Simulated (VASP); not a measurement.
Crystal: Zr.

```
Zr
1.0
     4.05998    0.00000    0.00000
    -2.02999    3.51604    0.00000
     0.00000    0.00000    6.69896
Zr
4
Direct
  0.33333 0.66667 0.43750
  0.66667 0.33333 0.93750
  0.66667 0.33333 0.56250
  0.33333 0.66667 0.06250
```

| Item | Value |
| --- | --- |
| Program | VASP 6.6.1 |
| Task | relaxation of cell and atoms |
| Functional | PBEsol |
| Potentials or basis | VASP PAW PBE potentials, release 64 (Zr_sv) |
| Cutoff | 600 eV |
| k mesh | 6 × 6 × 4 |
| Occupations | gaussian, width 0.1 eV |
| Spin | no spin polarisation |

At the start: pressure 10.6 GPa; volume 23.91 Å³/atom.

Problem. How do energy, volume and symmetry change on relaxing?

Solution. Over 22 steps the energy falls by 1000.9 meV/atom and the volume is 30.05 Å³/atom (+25.7 %); space group P6_3/mmc (No. 194, to 0.1 Å) before, P6/mmm (No. 191, to 0.1 Å).

Step by step:
| step | energy change (eV) | largest force (eV/Å) | pressure (GPa) | volume (Å³) |
| --- | --- | --- | --- | --- |
| 1 | 0.0000 | 0.1603 | 10.57 | 95.63 |
| 2 | -0.6063 | 0.3569 | -0.59 | 119.16 |
| 3 | -0.6083 | 0.3482 | -0.12 | 117.43 |
| 4 | -0.6728 | 0.6961 | -0.18 | 117.72 |
| 5 | -1.0815 | 1.5308 | -0.91 | 118.39 |
| 6 | -2.2426 | 1.8468 | -1.92 | 118.84 |
| 7 | -3.7550 | 0.7014 | 4.41 | 115.74 |
| 8 | -3.7797 | 1.5175 | 1.59 | 116.86 |
| 9 | -3.8121 | 1.1147 | 3.07 | 116.23 |
| 10 | -3.8245 | 0.9712 | 3.10 | 116.51 |
| 11 | -3.8348 | 0.5166 | 3.27 | 117.33 |
| 12 | -3.8359 | 0.6275 | 3.22 | 117.14 |
| 13 | -3.8536 | 0.5970 | 2.97 | 117.43 |
| 14 | -3.9004 | 0.5083 | 2.25 | 118.29 |
| 15 | -3.9652 | 0.3443 | 0.90 | 120.02 |
| 16 | -3.9880 | 0.0811 | -1.41 | 123.49 |
| 17 | -3.9948 | 0.1535 | -0.76 | 122.42 |
| 18 | -3.9949 | 0.1610 | -0.69 | 122.31 |
| 19 | -3.9969 | 0.1372 | -0.61 | 122.05 |
| 20 | -4.0014 | 0.0665 | -0.36 | 121.26 |
| 21 | -4.0030 | 0.0721 | 0.16 | 119.70 |
| 22 | -4.0035 | 0.0268 | -0.02 | 120.21 |

Final structure:
```cif
data_structure
_symmetry_space_group_name_H-M 'P 1'
_symmetry_Int_Tables_number 1
_cell_length_a 5.0592
_cell_length_b 5.0592
_cell_length_c 5.4233
_cell_angle_alpha 90.000
_cell_angle_beta 90.000
_cell_angle_gamma 120.000
_cell_volume 120.21
loop_
_atom_site_label
_atom_site_type_symbol
_atom_site_fract_x
_atom_site_fract_y
_atom_site_fract_z
_atom_site_occupancy
Zr1 Zr 0.33333 0.66667 0.50023 1
Zr2 Zr 0.66667 0.33333 0.00023 1
Zr3 Zr 0.66667 0.33333 0.49977 1
Zr4 Zr 0.33333 0.66667 0.99977 1
```

Caveat: the volume moved by over 15 % at a fixed basis, so the end points are rough; the PAW data sets were made with another functional, which shifts forces and pressure a little.
